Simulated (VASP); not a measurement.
Crystal: GaN.

```xyz
2
Lattice="5.2304 0.0000 0.0000 -2.6152 4.5296 0.0000 0.0000 0.0000 3.3901" Properties=species:S:1:pos:R:3 pbc="T T T"
Ga    0.0000    0.0000    1.6950
N     0.0000    0.0000    0.0000
```

| Property | Result |
| --- | --- |
| Program | VASP 6.6.1 |
| Task | relaxation of cell and atoms |
| Functional | PBEsol-based screened hybrid with 25 % exact exchange |
| Potentials or basis | VASP PAW PBE potentials, release 64 (Ga_d, N) |
| Cutoff | 600 eV |
| k mesh | 3 × 3 × 4 |
| Occupations | fermi-dirac, width 0.05 eV |
| Spin | no spin polarisation |

At the start: pressure -2.0 GPa; volume 40.16 Å³/atom.

Problem. Where does the relaxation end?

Solution. Over 5 steps the energy falls by 10.2 meV/atom and the volume is 39.62 Å³/atom (-1.3 %); space group P6/mmm (No. 191, to 0.1 Å) before and after.

Step by step:
```csv
step,energy change (eV),largest force (eV/Å),pressure (GPa),volume (Å³)
1,0.0000,0.0000,-1.99,80.32
2,0.4739,0.0000,12.19,74.52
3,-0.0203,0.0000,-0.21,79.34
4,-0.0205,0.0000,-0.02,79.26
5,-0.0205,0.0000,0.01,79.24
```

Final structure:
```
CELL_PARAMETERS angstrom
5.23046 0.00000 0.00000
-2.61523 4.52971 0.00000
0.00000 0.00000 3.34449
ATOMIC_POSITIONS crystal
Ga 0.00000 0.00000 0.50000
N 0.00000 0.00000 0.00000
```

Caveat: the k points lie up to 0.47 Å⁻¹ apart in the final cell; the PAW data sets were made with another functional, which shifts forces and pressure a little.
